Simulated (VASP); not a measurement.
Set up this calculation in VASP 6.6.1, as the native input.

```yaml
Task: single point
Functional: PBE
Potentials_or_basis: VASP PAW PBE potentials, release 64 (Bi_d, Te)
Cutoff: 520 eV
k_mesh: 12 × 12 × 8
Occupations: gaussian, width 0.1 eV
Spin: no spin polarisation
Dipole_correction: no
Further_INCAR_settings: ALGO = Normal; EDIFF = 1e-06; NBANDS = 29
```

The structure of BiTe lies in POSCAR:

```
BiTe
1.0
    5.4706567521      0.0000000000      0.0000000000
   -2.7353283760      4.7377277227      0.0000000000
    0.0000000000      0.0000000000      6.5240528469
Bi Te
2 2
Direct
    0.3333333333      0.6666666667      0.2500000000
    0.6666666667      0.3333333333      0.7500000000
    0.3333333333      0.6666666667      0.7500000000
    0.6666666667      0.3333333333      0.2500000000
```

The cell was generated, and may not be a known phase.

One way to write it, as run:

INCAR

```
ALGO = Normal ; EDIFF = 1E-6
ENCUT = 520 ; GGA = PE
ISIF = 2 ; ISMEAR = 0
LASPH = T ; LCHARG = T
LELF = T ; LREAL = F
LVHAR = T ; LWAVE = F
NBANDS = 29 ; NELM = 100
PREC = Accurate ; SIGMA = 0.1
```

KPOINTS

```
k-points
0
Gamma
  12 12 8
```

Potentials or basis: VASP PAW PBE potentials, release 64 (Bi_d, Te).

Launch:

```console
$ cat potpaw_PBE.64/Bi_d/POTCAR potpaw_PBE.64/Te/POTCAR > POTCAR
$ mpirun -np 1 vasp_std > vasp.out
```

It gave:

```json
{"Pressure": "0.0 GPa", "Band gap on the k mesh": "zero (bands 21 and 22 overlap by 1.25 eV)"}
```

Caveat: spin-orbit coupling is left out, which moves the levels of the heavy elements.

Wall time 11 min on 1 thread of Intel Xeon 8259CL (shared host), peak memory 0.56 GiB.
